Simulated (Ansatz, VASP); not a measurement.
**MoS2: VASP beside Ansatz**

```
Mo S
1.0
     1.57647    0.91018    5.90659
    -1.57647    0.91018    5.90659
     0.00000   -1.82036    5.90659
Mo S
1 2
Cartesian
  0.0000 0.0000 0.0003
  0.0000 0.0000 13.3529
  0.0000 0.0000 10.2726
```

Change from the starting cell: strain +0.000 along x and y, -0.015 along z, atoms carried along.

Alike in both runs: task single point; functional PBE; dispersion D3(BJ); k mesh 12 × 12 × 12; occupations gaussian, width 0.05 eV; no spin polarisation.

```csv
,VASP,Ansatz
version,VASP 6.6.1,Ansatz 0.2.0
potentials or method,"VASP PAW PBE potentials, release 64 (Mo_sv, S), cutoff 520 eV","scalar-relativistic, plane waves, PAW"
valence electrons in the cell,26,26
```

Ansatz gave:

- gap on the k mesh at the Fermi level (eV): 0.73
- least direct gap on the mesh (eV): 1.72
- pressure (GPa): 2.7
- traceless stress, the component that is largest in VASP (GPa): 2.04
- rms of the force components (eV/Å): 0.205

Q: Which values does VASP return?

A: gap on the k mesh at the Fermi level (eV): 0.75; least direct gap on the mesh (eV): 1.73; pressure (GPa): 2.5; traceless stress, the component that is largest in VASP (GPa): 2.00; rms of the force components (eV/Å): 0.197.

Atom by atom the forces differ by 0.008 eV/Å (rms over components).
